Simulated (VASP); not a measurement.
# Si2Ni (I4/mmm) in VASP: further runs, part 2 of 2

VASP 6.6.1. Earlier steps stand in the parts before.

## Step 3: Single point, PBE

INCAR reads:

```
SYSTEM = Si2Ni
PREC = Accurate ; ENCUT = 520
EDIFF = 1E-6 ; ISMEAR = -4
SIGMA = 0.1 ; LREAL = .FALSE.
LASPH = .TRUE. ; NELM = 100
ALGO = Normal ; ISIF = 2
LWAVE = .FALSE. ; LCHARG = .FALSE.
GGA = PE ; NBANDS = 27
```

KPOINTS reads:

```
Automatic mesh
0
G
  10 10 8
  0 0 0
```

POSCAR reads:

```
Si2Ni
1.0
    2.8323302291      2.8323302291      0.0000000000
   -2.8323302291      2.8323302291      0.0000000000
    0.0000000000      0.0000000000      5.1697302852
Si Ni
4 2
Direct
    0.0000000000      0.5000000000      0.7500000000
    0.5000000000      0.0000000000      0.7500000000
    0.5000000000      0.0000000000      0.2500000000
    0.0000000000      0.5000000000      0.2500000000
    0.0000000000      0.0000000000      0.0000000000
    0.5000000000      0.5000000000      0.5000000000
```

Potentials or basis: VASP PAW PBE potentials, release 64 (Si, Ni).

The run is started by

```console
cat potpaw_PBE.64/Si/POTCAR potpaw_PBE.64/Ni/POTCAR > POTCAR
mpirun -np 1 vasp_std > vasp.out
```

OUTCAR:

```text
SYSTEM = Si2Ni
   PREC = Accurate
   ENCUT = 520
   EDIFF = 1E-6
   ISMEAR = -4
   LREAL = .FALSE.
   LASPH = .TRUE.
   NELM = 100
   ISIF = 2
   GGA = PE

 ion  position               nearest neighbor table
   1  0.000  0.500  0.750-   5 2.38   6 2.38   5 2.38   6 2.38   4 2.58   4 2.58   2 2.83   2 2.83
                             2 2.83   2 2.83
   2  0.500  0.000  0.750-   5 2.38   6 2.38   6 2.38   5 2.38   3 2.58   3 2.58   1 2.83   1 2.83
                             1 2.83   1 2.83
   3  0.500  0.000  0.250-   5 2.38   6 2.38   6 2.38   5 2.38   2 2.58   2 2.58   4 2.83   4 2.83
                             4 2.83   4 2.83
   4  0.000  0.500  0.250-   5 2.38   6 2.38   5 2.38   6 2.38   1 2.58   1 2.58   3 2.83   3 2.83
                             3 2.83   3 2.83
   5  0.000  0.000  0.000-   1 2.38   2 2.38   3 2.38   4 2.38   1 2.38   4 2.38   2 2.38   3 2.38

   6  0.500  0.500  0.500-   1 2.38   2 2.38   3 2.38   4 2.38   2 2.38   3 2.38   1 2.38   4 2.38

  LATTYP: Found a simple tetragonal cell.
 ALAT       =     4.0055198231
 C/A-ratio  =     1.2906515293

  Lattice vectors:

 A1 = (   2.8323302291,   2.8323302291,   0.0000000000)
 A2 = (  -2.8323302291,   2.8323302291,   0.0000000000)
 A3 = (   0.0000000000,   0.0000000000,   5.1697302852)

Analysis of symmetry for initial positions (statically):
=====================================================================
 Subroutine PRICEL returns following result:

  LATTYP: Found a body centered tetragonal cell.
 ALAT       =     4.0055198231
 C/A-ratio  =     1.2906515293

  Lattice vectors:

 A1 = (   0.0000000000,  -2.8323302291,  -2.5848651426)
 A2 = (   0.0000000000,   2.8323302291,  -2.5848651426)
 A3 = (   2.8323302291,   0.0000000000,   2.5848651426)

   2 primitive cells build up your supercell.

 Routine SETGRP: Setting up the symmetry group for a
 simple tetragonal supercell.

 Subroutine GETGRP returns: Found 16 space group operations
 (whereof 16 operations were pure point group operations)
 out of a pool of 16 trial point group operations.

[... 147 lines left out ...]
   IMIX   =      4    mixing-type and parameters
     AMIX     =   0.40;   BMIX     =  1.00
     AMIX_MAG =   1.60;   BMIX_MAG =  1.00
  volume/ion in A,a.u.               =      13.82        93.29
  Fermi-wavevector in a.u.,A,eV,Ry     =   1.239502  2.342318 20.903506  1.536364
  Thomas-Fermi vector in A             =   2.373982
   LORBIT       =      0    0 simple, 1 ext, 2 COOP (PROOUT), +10 PAW based schemes
   GGA     = PE    functional components
   LHFCALC =     F    Hartree Fock is set to
   AEXX    =    0.0000 exact exchange contribution
   IVDW    =     0    specifies the selected vdW correction
   LEPSILON=     F    determine dielectric tensor
   LRPA    =     F    only Hartree local field effects (RPA)
 non-spin polarized calculation
 Fermi weights with tetrahedron method witout Bloechl corrections
  energy-cutoff  :      520.00
  volume of cell :       82.94
 maximum number of plane-waves:      2291
 NGX is ok and might be reduce to    30
   NGX = 15   NGY = 15   NGZ = 19

 number of electron      35.9999984 magnetization

 Free energy of the ion-electron system (eV)
  ---------------------------------------------------
  ext. energy  EPLUGINS =         0.00000000
  ---------------------------------------------------
  free energy    TOTEN  =       -34.59957822 eV

  energy without entropy =      -34.59957822  energy(sigma->0) =      -34.59957822

 E-fermi :   9.6471     XC(G=0): -11.3688

 val. band max:        9.9432699271   @ k =   0.2000   0.1000   0.3750
 cond. band min:       9.4557655578   @ k =   0.1000   0.0000   0.5000
 fundamental gap:     -0.4875043694
 Fermi energy:         9.6471216818

 k-point     1 :       0.0000    0.0000    0.0000
  band No.  band energies     occupation
      1      -3.6865      2.00000
      2       1.0269      2.00000
      3       1.9500      2.00000
      4       2.1346      2.00000
      5       4.6487      2.00000
      6       4.9827      2.00000
[... 709 lines left out ...]
     26      14.7605      0.00000
     27      15.0210      0.00000

 [... further k-points ...]
[... 5 lines left out ...]
  --------------------------------------------------------------------------------------
  -------------------------------------------------------------------------------------
  Total       -2.7699801     -2.7699801     -0.3995447      0.0000000      0.0000000      0.0000000
  in kB      -53.5058875    -53.5058875     -7.7177425      0.0000000      0.0000000      0.0000000
  external PRESSURE =     -38.2431725 kB  Pullay stress =       0.0000000 kB

 VOLUME and BASIS-vectors are now :
 -----------------------------------------------------------------------------
  energy-cutoff  :      520.00
  volume of cell :       82.94
      direct lattice vectors                 reciprocal lattice vectors
     2.832330229  2.832330229  0.000000000     0.176533087  0.176533087  0.000000000
    -2.832330229  2.832330229  0.000000000    -0.176533087  0.176533087  0.000000000
     0.000000000  0.000000000  5.169730285     0.000000000  0.000000000  0.193433689

 POSITION                                       TOTAL-FORCE (eV/Angst)
 -----------------------------------------------------------------------------------
     -1.41617      1.41617      3.87730        -0.000000      0.000000      0.000000
      1.41617      1.41617      3.87730        -0.000000      0.000000     -0.000000
      1.41617      1.41617      1.29243         0.000000      0.000000      0.000000
     -1.41617      1.41617      1.29243        -0.000000      0.000000      0.000000
      0.00000      0.00000      0.00000        -0.000000     -0.000000      0.000000
      0.00000      2.83233      2.58487         0.000000      0.000000     -0.000000
 -----------------------------------------------------------------------------------
    total drift:                               -0.000000      0.000000      0.000000

  FREE ENERGIE OF THE ION-ELECTRON SYSTEM (eV)
  ---------------------------------------------------
  free  energy   TOTEN  =       -34.5995782183 eV

  energy  without entropy=      -34.5995782183  energy(sigma->0) =      -34.59957822
```

Run time: 1.9 min. Hardware: 1 thread of Intel Xeon 6975P-C (Granite Rapids), shared host; peak memory 0.32 GiB.

Results:

| Item | Value |
| --- | --- |
| Free energy | -34.5996 eV |
| Pressure | -3.8 GPa |
| Band gap on the k mesh | zero (band 18 reaches 10.63 eV, above the bottom of band 19 at 8.91 eV) |

Spin polarisation is off, so any magnetic state and its effect on volume and gap are missing.

## Step 4: Single point, PBE (biaxial strain in the a-b plane: +6.0 %, then relaxed in part)

INCAR reads:

```
  ALGO = Normal
  EDIFF = 1E-6
  ENCUT = 520
  GGA = PE
  ISIF = 2
  ISMEAR = 0
  LASPH = T
  LCHARG = T
  LELF = T
  LREAL = F
  LVHAR = T
  LWAVE = F
  NBANDS = 27
  NELM = 60
  PREC = Accurate
  SIGMA = 0.1
```

KPOINTS reads:

```
k-points
0
Gamma
  10 10 8
```

Changes to POSCAR since step 3:

```diff
@@ -2,5 +2,5 @@
 1.0
-    2.8323302291      2.8323302291      0.0000000000
-   -2.8323302291      2.8323302291      0.0000000000
-    0.0000000000      0.0000000000      5.1697302852
+    2.8867981181      2.8867981181      0.0000000000
+   -2.8867981181      2.8867981181      0.0000000000
+    0.0000000000      0.0000000000      5.0601140400
 Si Ni
```

The run is started by

```console
cat potpaw_PBE.64/Si/POTCAR potpaw_PBE.64/Ni/POTCAR > POTCAR
mpirun -np 1 vasp_std > vasp.out
```

Wall time 1.9 min (1 thread of Intel Xeon 6975P-C (Granite Rapids), shared host); peak memory 0.31 GiB.

Results (log left out):

```
Free energy            : -34.4991 eV
Pressure               : -5.6 GPa
Band gap on the k mesh : zero (band 18 reaches 10.38 eV, above the bottom of band 19 at 8.55 eV)
```

Stress tensor (GPa, compression positive):
```
-8.33  0.00  0.00
 0.00 -8.33  0.00
 0.00  0.00 -0.06
```

Levels at points of the mesh, in eV from the Fermi level:
| k point | band 15 | band 16 | band 17 | band 18 | band 19 | band 20 | band 21 | band 22 |
| --- | --- | --- | --- | --- | --- | --- | --- | --- |
| (0.00, 0.00, 0.00) | -2.66 | -0.82 | -0.51 | 0.72 | 1.16 | 1.93 | 1.93 | 2.32 |
| (0.50, 0.00, 0.00) | -2.06 | -2.06 | -1.27 | -1.27 | 0.33 | 0.33 | 3.32 | 3.32 |
| (0.50, 0.50, 0.00) | -2.94 | -2.94 | -2.55 | -2.55 | -0.09 | -0.09 | 2.00 | 2.00 |
| (0.00, 0.00, 0.50) | -1.60 | -1.60 | -0.82 | -0.82 | -0.31 | -0.31 | 2.14 | 2.14 |
| (0.50, 0.00, 0.50) | -1.58 | -1.58 | -0.97 | -0.97 | 1.27 | 1.27 | 1.71 | 1.71 |
| (0.50, 0.50, 0.50) | -2.79 | -2.79 | -1.89 | -1.89 | 3.01 | 3.01 | 3.01 | 3.01 |

Caveat: the cell differs from its parent crystal (biaxial strain in the a-b plane: +6.0 %, then relaxed in part).

## Step 5: Single point, PBE (biaxial strain in the a-b plane: +4.0 %)

INCAR reads:

```
SYSTEM = Si2Ni
ALGO = Normal
EDIFF = 1E-7
ENCUT = 520
GGA = PE
ISIF = 2
ISMEAR = 0
LASPH = .True.
LCHARG = .False.
LREAL = .False.
LWAVE = .False.
NBANDS = 27
NELM = 80
PREC = Accurate
SIGMA = 0.1
```

KPOINTS reads:

```
k-points
0
Gamma
  10 10 8
  0 0 0
```

Changes to POSCAR since step 4:

```diff
@@ -2,5 +2,5 @@
 1.0
-    2.8867981181      2.8867981181      0.0000000000
-   -2.8867981181      2.8867981181      0.0000000000
-    0.0000000000      0.0000000000      5.0601140400
+    2.8323302291      2.8323302291      0.0000000000
+   -2.8323302291      2.8323302291      0.0000000000
+    0.0000000000      0.0000000000      5.3160659684
 Si Ni
```

The run is started by

```console
cat potpaw_PBE.64/Si/POTCAR potpaw_PBE.64/Ni/POTCAR > POTCAR
mpirun -np 1 vasp_std > vasp.out
```

Wall time 2.2 min (1 thread of Intel Xeon 6975P-C (Granite Rapids), shared host); peak memory 0.32 GiB.

Results (log left out):

| Property | Result |
| --- | --- |
| Free energy | -34.6042 eV |
| Pressure | -6.9 GPa |
| Band gap on the k mesh | zero (band 18 reaches 10.45 eV, above the bottom of band 19 at 8.58 eV) |

Stress tensor (GPa, compression positive):
```
-8.10  0.00  0.00
 0.00 -8.10  0.00
 0.00  0.00 -4.55
```

Levels at points of the mesh, in eV from the Fermi level:
```tsv
k point	band 16	band 17	band 18	band 19	band 20	band 21
(0.00, 0.00, 0.00)	-0.74	-0.63	1.20	1.43	1.96	1.96
(0.50, 0.00, 0.00)	-2.23	-1.09	-1.09	0.69	0.69	2.98
(0.50, 0.50, 0.00)	-3.02	-2.62	-2.62	-0.29	-0.29	1.80
(0.00, 0.00, 0.50)	-1.54	-0.92	-0.92	-0.67	-0.67	2.17
(0.50, 0.00, 0.50)	-1.36	-1.00	-1.00	1.63	1.63	1.79
(0.50, 0.50, 0.50)	-2.77	-1.98	-1.98	2.50	2.50	2.50
```

Caveat: the cell differs from its parent crystal (biaxial strain in the a-b plane: +4.0 %). Spin polarisation is off, so any magnetic state and its effect on volume and gap are missing.

## Step 6: Overview

```csv
cell,smearing,gap on the mesh (eV),pressure (GPa)
"a = 4.006, b = 4.006, c = 5.170 Å, 6 atoms",gaussian 0.1 eV,none,-3.7
"a = 4.006, b = 4.006, c = 5.170 Å, 6 atoms",tetrahedron,none,-3.8
"a = 4.083, b = 4.083, c = 5.060 Å, 6 atoms",gaussian 0.1 eV,none,-5.6
"a = 4.006, b = 4.006, c = 5.316 Å, 6 atoms",gaussian 0.1 eV,none,-6.9
```

Alike in all rows: task single point; level PBE; potentials or basis VASP PAW PBE potentials, release 64 (Si, Ni); no spin polarisation; k mesh 10 × 10 × 8; cutoff (eV) 520.

Total energies depend on the potentials used, so only differences within one code and one set of settings carry meaning.
